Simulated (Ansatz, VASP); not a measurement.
**Al9N in VASP and in Ansatz**

File INCAR:

```
SYSTEM = Al9N
PREC = Accurate
ENCUT = 520
EDIFF = 1E-6
ISMEAR = 0
SIGMA = 0.1
LREAL = .FALSE.
LASPH = .TRUE.
NELM = 80
ALGO = Normal
ISIF = 2
LWAVE = .FALSE.
LCHARG = .FALSE.
LDIPOL = .TRUE.
IDIPOL = 3
DIPOL = 0.5 0.5 0.506
GGA = PS
NBANDS = 27
```

Contents of KPOINTS:

```
regular mesh
0
G
  12 12 1
  0 0 0
```

The input POSCAR:

```
Al9N
1.0
    2.8362844918      0.0000000000      0.0000000000
   -1.4181422459      2.4562944222      0.0000000000
    0.0000000000      0.0000000000     37.6442989108
Al N
9 1
Direct
    0.3333333333      0.6666666666      0.2257978033
    0.0000000000      0.0000000000      0.2877072406
    0.6666666667      0.3333333333      0.3496166779
    0.0000000000      0.0000000000      0.4115261153
    0.3333333333      0.6666666666      0.4729161237
    0.0000000000      0.0000000000      0.5342805556
    0.6666666667      0.3333333333      0.5966221375
    0.0000000000      0.0000000000      0.6583877038
    0.3333333333      0.6666666666      0.7209215701
    0.3333333333      1.1666666666      0.7994403331
```

Input for Ansatz:

```yaml
crystal:
  lattice:
    - [2.8362844918, 0.0, 0.0]
    - [-1.4181422459, 2.4562944222, 0.0]
    - [0.0, 0.0, 37.6442989108]
  atoms:
    - { symbol: Al, position: [0.3333333333, 0.6666666666, 0.2257978033] }
    - { symbol: Al, position: [0.0, 0.0, 0.2877072406] }
    - { symbol: Al, position: [0.6666666667, 0.3333333333, 0.3496166779] }
    - { symbol: Al, position: [0.0, 0.0, 0.4115261153] }
    - { symbol: Al, position: [0.3333333333, 0.6666666666, 0.4729161237] }
    - { symbol: Al, position: [0.0, 0.0, 0.5342805556] }
    - { symbol: Al, position: [0.6666666667, 0.3333333333, 0.5966221375] }
    - { symbol: Al, position: [0.0, 0.0, 0.6583877038] }
    - { symbol: Al, position: [0.3333333333, 0.6666666666, 0.7209215701] }
    - { symbol: "N", position: [0.3333333333, 1.1666666666, 0.7994403331] }
basis:
  ecutwfc: 420
kpoints:
  mp_grid: { grid: [12, 12, 1] }
hamiltonian:
  xc: pbesol
scf:
  occupations: { method: gaussian, width: 0.1 }
output:
  forces: true
  stress: true
  eigenvalues: true
  write_density: true
  write_potential: true
  elf: true
  volumetric_format: npy
efield:
  axis: 3
  dipole_correction: true
  ramp_width: 0.04
```

Alike in both runs: task single point; functional PBEsol; k mesh 12 × 12 × 1; occupations gaussian, width 0.1 eV; no spin polarisation.

|  | VASP | Ansatz |
| --- | --- | --- |
| version | VASP 6.6.1 | Ansatz 0.2.0 |
| potentials or method | VASP PAW PBE potentials, release 64 (Al, N), cutoff 520 eV | scalar-relativistic, plane waves, PAW |
| valence electrons in the cell | 32 | 32 |

```csv
,VASP,Ansatz,Ansatz less VASP
gap on the k mesh at the Fermi level (eV),none,none,-
rms of the force components (eV/Å),0.280,0.280,-0.0005
```

VASP's potentials were made for PBE, not for PBEsol. Atom by atom the forces differ by 0.001 eV/Å (rms over components). A gap of «none» marks a metal or a gap that the smearing closes. Ansatz's warnings: xc potential rough in thin density.
